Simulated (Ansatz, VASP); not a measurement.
**One calculation of EuS, two programs**

Contents of INCAR:

```
PREC = Accurate
ENCUT = 600
EDIFF = 1E-6
ISMEAR = -1
SIGMA = 0.15
LREAL = False
LASPH = True
NELM = 200
ALGO = Normal
ISIF = 2
LWAVE = False
LCHARG = False
ISPIN = 2
MAGMOM = 7 0
LORBIT = 11
LMAXMIX = 6
LDAU = True
LDAUTYPE = 2
LDAUL = 3 -1
LDAUU = 4 0
LDAUJ = 0 0
LDAUPRINT = 1
GGA = PE
NBANDS = 22
GGA_COMPAT = False
```

KPOINTS

```
regular mesh
0
Gamma
  10 10 10
```

File POSCAR:

```
EuS
1.0
    0.0000000000      2.9785000000      2.9785000000
    2.9785000000      0.0000000000      2.9785000000
    2.9785000000      2.9785000000      0.0000000000
Eu S
1 1
Direct
    0.0000000000      0.0000000000      0.0000000000
    0.5000000000      0.5000000000      0.5000000000
```

Input for Ansatz:

```yaml
crystal:
  lattice:
    - [0.0, 2.9785, 2.9785]
    - [2.9785, 0.0, 2.9785]
    - [2.9785, 2.9785, 0.0]
  atoms:
    - { symbol: Eu, position: [0.0, 0.0, 0.0] }
    - { symbol: S, position: [0.5, 0.5, 0.5] }
kpoints:
  mp_grid:
    grid: [10, 10, 10]
hamiltonian:
  xc: pbe
  hubbard:
    - { species: Eu, l: f, u_eff: 4.0 }
magnetization:
  spin_polarized: true
  per_species:
    Eu: 7.0
scf:
  occupations:
    method: fermi_dirac
    width: 0.15
output:
  eigenvalues: true
```

Alike in both runs: task single point; functional PBE; k mesh 10 × 10 × 10; occupations fermi-dirac, width 0.15 eV; collinear spin; Hubbard terms Eu f U = 4.0 eV.

|  | VASP | Ansatz |
| --- | --- | --- |
| version | VASP 6.6.1 | Ansatz 0.2.0 |
| potentials or method | VASP PAW PBE potentials, release 64 (Eu, S) | plane waves, PAW |
| plane-wave cutoff (eV) | 600 | 420 |
| valence electrons in the cell | 23 | 23 |

|  | VASP | Ansatz | Ansatz less VASP |
| --- | --- | --- | --- |
| gap on the k mesh at the Fermi level (eV) | none | none | - |
| net moment per atom (μB) | 3.50 | 3.50 | +0.003 |
| size of the moment on the site where the two differ most (μB) | 6.68 | 6.84 | +0.164 |

Site moments also hang on the region over which each program counts them. The programs project onto different local orbitals, so the same U acts differently, and such runs can settle in different states. A gap of «none» marks a metal or a gap that the smearing closes. Ansatz's warnings: filled band counts differ across k points, stability check not made.

Spin-orbit coupling is off throughout.
